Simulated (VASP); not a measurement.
Rh, 2 atoms in the cell. It takes space group P6_3/mmc (No. 194, hexagonal). The conventional cell has a = 2.675 Å, b = 2.675 Å, c = 4.338 Å, α = 90.00°, β = 90.00°, γ = 120.00°. Rh (site symmetry -6m2) has 12 Rh at 2.66 to 2.68 Å within 3.5 Å. 

* Program: VASP 6.6.1
* Task: single point
* Functional: r2SCAN
* Potentials or basis: VASP PAW PBE potentials, release 64 (Rh_sv_GW)
* Cutoff: 580 eV
* k mesh: 11 × 11 × 6
* Occupations: fermi-dirac, width 0.05 eV
* Spin: no spin polarisation
* Dipole correction: no
* Second run: valence_matched
* Further INCAR settings: ALGO = Normal; EDIFF = 1e-06; NBANDS = 24

Potentials or basis: VASP PAW PBE potentials, release 64 (Rh_sv_GW).

Run with:

```bash
$ cat potpaw_PBE.64/Rh_sv_GW/POTCAR > POTCAR
$ cp INCAR.step1 INCAR
$ mpirun -np 1 vasp_std > vasp.out
$ cp INCAR.step2 INCAR
$ mpirun -np 1 vasp_std > vasp.out
```

Hardware: 1 thread of AMD EPYC 7R43 64-Core Processor (Zen 3) (shared host).

How long does it take, and how much memory?

It took 3.1 min on 1 thread of AMD EPYC 7R43 64-Core Processor (Zen 3), with other jobs on the host, peak memory 0.17 GiB. Counts: k points 64.
